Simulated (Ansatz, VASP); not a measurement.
**Ti: VASP beside Ansatz**

```xyz
1
Lattice="-1.6410 1.6410 1.6410 1.6410 -1.6410 1.6410 1.6410 1.6410 -1.6410" Properties=species:S:1:pos:R:3 pbc="T T T"
Ti    0.0000    0.0000    0.0000
```

Alike in both runs: functional PBE-based screened hybrid; k mesh 6 × 6 × 6; occupations fermi-dirac, width 0.05 eV; no spin polarisation.

|  | VASP | Ansatz |
| --- | --- | --- |
| version | VASP 6.6.1 | Ansatz 0.2.0 |
| potentials or method | VASP PAW PBE potentials, release 64 (Ti_sv) | Ansatz PAW |
| plane-wave cutoff (eV) | 520 | 420 |
| valence electrons in the cell | 12 | 12 |
| task | single point | band structure |

VASP gave:

- gap on the k mesh at the Fermi level (eV): none
- pressure (GPa): -2.6

Q: Estimate Ansatz's values.

A: gap on the k mesh at the Fermi level (eV): none; pressure (GPa): -2.1.

VASP's potentials were made for PBE, not for PBE-based screened hybrid. A gap of «none» marks a metal or a gap that the smearing closes. With one functional, cell and mesh, what is left measures potentials, basis and numerics.

The k mesh is coarse, so the values compare programs but aren't converged.
